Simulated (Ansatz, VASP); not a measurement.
ZnO in VASP and in Ansatz

Contents of INCAR:

```
ALGO = Normal
EDIFF = 1E-7
ENCUT = 520
ISIF = 2
ISMEAR = 0
LASPH = True
LCHARG = False
LREAL = False
LWAVE = False
NBANDS = 16
NELM = 100
PREC = Accurate
SIGMA = 0.05
```

Contents of KPOINTS:

```
k-points
0
Gamma
  12 12 12
```

Contents of POSCAR:

```
ZnO
1.0
    0.0000000000      2.0609699000      2.1694420000
    2.0609699000      0.0000000000      2.1694420000
    2.0609699000      2.0609699000      0.0000000000
Zn O
1 1
Direct
    0.0000000000      0.0000000000      0.0000000000
    0.5000000000      0.5000000000      0.5000000000
```

Input for Ansatz:

```yaml
crystal:
  lattice:
    - [0.0, 2.0609699, 2.169442]
    - [2.0609699, 0.0, 2.169442]
    - [2.0609699, 2.0609699, 0.0]
  atoms:
    - { symbol: Zn, position: [0.0, 0.0, 0.0] }
    - { symbol: O, position: [0.5, 0.5, 0.5] }
basis:
  ecutwfc: 420
kpoints:
  mp_grid: { grid: [12, 12, 12] }
hamiltonian:
  xc: lda
scf:
  occupations: { method: gaussian, width: 0.05 }
output:
  forces: true
  stress: true
  eigenvalues: true
```

Change from the starting cell: strain -0.050 along x and y, +0.000 along z, atoms carried along.

Alike in both runs: task single point; functional LDA; k mesh 12 × 12 × 12; occupations gaussian, width 0.05 eV; no spin polarisation.

```csv
,VASP,Ansatz
version,VASP 6.6.1,Ansatz 0.2.0
potentials or method,"VASP PAW LDA potentials, release 64 (Zn, O), cutoff 520 eV","scalar-relativistic, plane waves, PAW"
valence electrons in the cell,18,18
```

VASP gave:

| Item | Value |
| --- | --- |
| gap on the k mesh at the Fermi level (eV) | 1.03 |
| least direct gap on the mesh (eV) | 2.66 |
| pressure (GPa) | 5.6 |
| traceless stress, the component that is largest in VASP (GPa) | -4.86 |

**Question.** What did Ansatz give for the same quantities?

**Answer.** gap on the k mesh at the Fermi level (eV): 1.04; least direct gap on the mesh (eV): 2.67; pressure (GPa): 3.9; traceless stress, the component that is largest in VASP (GPa): -4.46.

LDA's correlation is that of Perdew and Zunger in VASP and of Perdew and Wang (1992) in Ansatz.
